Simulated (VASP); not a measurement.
Here is a VASP 6.6.1 calculation.

The input INCAR:

```
PREC = Accurate
ENCUT = 600
EDIFF = 1E-6
ISMEAR = 0
SIGMA = 0.1
LREAL = False
LASPH = True
NELM = 60
ALGO = Normal
ISIF = 3
LWAVE = False
LCHARG = False
GGA = PE
IBRION = 2
NSW = 90
EDIFFG = -0.04
```

KPOINTS

```
regular mesh
0
Gamma
  6 6 6
```

The input POSCAR:

```
YB3
1.0
    3.4355864600      0.0000000000      0.0000000000
    0.0000000000      3.4355864600      0.0000000000
    0.0000000000      0.0000000000      3.4355864600
Y B
1 3
Direct
    0.0000000000      0.0000000000      0.0000000000
    0.0000000000      0.5000000000      0.5000000000
    0.5000000000      0.0000000000      0.5000000000
    0.5000000000      0.5000000000      0.0000000000
```

Potentials or basis: VASP PAW PBE potentials, release 64 (Y_sv, B).

Launch:

```sh
$ cat potpaw_PBE.64/Y_sv/POTCAR potpaw_PBE.64/B/POTCAR > POTCAR
$ mpirun -np 1 vasp_std > vasp.out
```

Problem. What does it give for the space group after relaxing (to 0.1 Å)?

Solution. Pm-3m (No. 221).

Problem. Estimate the relaxed cell.

Solution. a = 3.591 Å, b = 3.591 Å, c = 3.591 Å, α = 90.00°, β = 90.00°, γ = 90.00°.

Problem. What does it give for the band gap on the k mesh?

Solution. Zero (bands 10 and 11 overlap by 2.21 eV).

Final structure:
```
CELL_PARAMETERS angstrom
3.59121 0.00000 0.00000
0.00000 3.59121 0.00000
0.00000 0.00000 3.59121
ATOMIC_POSITIONS crystal
Y 0.00000 0.00000 0.00000
B 0.00000 0.50000 0.50000
B 0.50000 0.00000 0.50000
B 0.50000 0.50000 0.00000
```
